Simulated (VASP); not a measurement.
Write the native input for VASP 6.6.1 that does the following.

```yaml
Task: single point
Functional: r2SCAN
Potentials_or_basis: VASP PAW PBE potentials, release 64 (Bi_d, Al, P, S)
Cutoff: 520 eV
k_mesh: 5 × 5 × 5
Occupations: fermi-dirac, width 0.1 eV
Spin: no spin polarisation
Dipole_correction: no
Further_INCAR_settings: ALGO = Normal; EDIFF = 1e-06; NBANDS = 46
```

Crystal: AlBiP2S7.

```xyz
11
Lattice="4.2267 4.6990 0.0000 4.2267 -4.6990 0.0000 0.8757 0.0000 -6.5877" Properties=species:S:1:pos:R:3 pbc="T T T"
Bi    4.2267    3.7325    0.0000
Al    4.6646   -0.1093   -3.2938
P     7.2716    1.3107   -3.7899
P     2.0575    1.3107   -2.7978
S     6.2451    0.1550   -5.0481
S     3.0841    0.1550   -1.5395
S     6.0748    1.5034   -2.2082
S     3.2543    1.5034   -4.3795
S     3.6868   -1.7623   -4.7207
S     5.6423   -1.7623   -1.8669
S     4.6646   -4.6304   -3.2938
```

The input as run:

POSCAR

```
AlBiP2S7
1.0
    4.2267100000      4.6989650000      0.0000000000
    4.2267100000     -4.6989650000      0.0000000000
    0.8757030000      0.0000000000     -6.5876770000
Bi Al P S
1 1 2 7
Direct
    0.8971600000      0.1028400000      0.0000000000
    0.4883700000      0.5116300000      0.5000000000
    0.9400700000      0.6611300000      0.5753000000
    0.3388700000      0.0599300000      0.4247000000
    0.6758700000      0.6428900000      0.7663000000
    0.3571100000      0.3241300000      0.2337000000
    0.8438700000      0.5239300000      0.3352000000
    0.4760700000      0.1561300000      0.6648000000
    0.1743800000      0.5494200000      0.7166000000
    0.4505800000      0.8256200000      0.2834000000
    0.0073000000      0.9927000000      0.5000000000
```

INCAR.step1

```
SYSTEM = AlBiP2S7
PREC     = Accurate       ! precision mode
ENCUT    = 520            ! plane-wave cutoff, eV
ISMEAR   = -1             ! smearing method
SIGMA    = 0.1            ! smearing width, eV
LREAL    = .FALSE.        ! projectors in reciprocal space
LASPH    = .TRUE.         ! aspherical terms in the spheres
NELM     = 60             ! most SCF steps
NBANDS   = 46             ! bands
GGA      = PE             ! functional
ALGO     = Normal         ! electronic algorithm
EDIFF    = 1E-4           ! SCF threshold, eV
LWAVE    = .TRUE.         ! write WAVECAR
LCHARG   = .FALSE.        ! write CHGCAR
```

INCAR.step2

```
SYSTEM = AlBiP2S7
PREC     = Accurate       ! precision mode
ENCUT    = 520            ! plane-wave cutoff, eV
EDIFF    = 1E-6           ! SCF threshold, eV
ISMEAR   = -1             ! smearing method
SIGMA    = 0.1            ! smearing width, eV
LREAL    = .FALSE.        ! projectors in reciprocal space
LASPH    = .TRUE.         ! aspherical terms in the spheres
NELM     = 60             ! most SCF steps
ALGO     = Normal         ! electronic algorithm
ISIF     = 2              ! what is computed and relaxed
LWAVE    = .FALSE.        ! write WAVECAR
LCHARG   = .TRUE.         ! write CHGCAR
METAGGA  = R2SCAN         ! meta-GGA
LMIXTAU  = .TRUE.       
LELF     = .TRUE.         ! ELF
LVHAR    = .TRUE.       
NBANDS   = 46             ! bands
ISTART   = 1
```

KPOINTS

```
regular mesh
0
G
  5 5 5
  0 0 0
```

Potentials or basis: VASP PAW PBE potentials, release 64 (Bi_d, Al, P, S).

Run with:

```bash
$ cat potpaw_PBE.64/Bi_d/POTCAR potpaw_PBE.64/Al/POTCAR potpaw_PBE.64/P/POTCAR potpaw_PBE.64/S/POTCAR > POTCAR
$ cp INCAR.step1 INCAR
$ mpirun -np 1 vasp_std > vasp.out
$ cp INCAR.step2 INCAR
$ mpirun -np 1 vasp_std > vasp.out
```

Results of the run:

```
Pressure      : 2.0 GPa
Largest force : 0.977 eV/Å
```

Caveat: the PAW data sets were made with another functional, which shifts forces and pressure a little.

It took 23 min on 1 thread of Intel Xeon 6975P-C (shared host), peak memory 0.64 GiB.
